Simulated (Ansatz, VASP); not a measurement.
# Sb: VASP beside Ansatz

```
CELL_PARAMETERS angstrom
3.18093 0.00000 0.00000
0.00000 3.18093 0.00000
0.00000 0.00000 3.18093
ATOMIC_POSITIONS crystal
Sb 0.00000 0.00000 0.00000
```

Alike in both runs: task single point; functional PBE0; k mesh 4 × 4 × 4; occupations fermi-dirac, width 0.05 eV; no spin polarisation.

|  | VASP | Ansatz |
| --- | --- | --- |
| version | VASP 6.6.1 | Ansatz 0.2.0 |
| potentials or method | VASP PAW PBE potentials, release 64 (Sb) | Ansatz PAW |
| plane-wave cutoff (eV) | 520 | 420 |
| valence electrons in the cell | 5 | 15 |

Ansatz gave:

| Quantity | Value |
| --- | --- |
| gap on the k mesh at the Fermi level (eV) | none |
| pressure (GPa) | -6.4 |

Question: Estimate VASP's values.

Answer: gap on the k mesh at the Fermi level (eV): none; pressure (GPa): -7.3.

A gap of «none» marks a metal or a gap that the smearing closes. VASP's potentials hold 5 valence electrons a cell and Ansatz's 15, so a difference there can come from the potentials and not from the codes.

The k mesh is coarse, so the values compare programs but aren't converged. Spin-orbit coupling is off throughout.
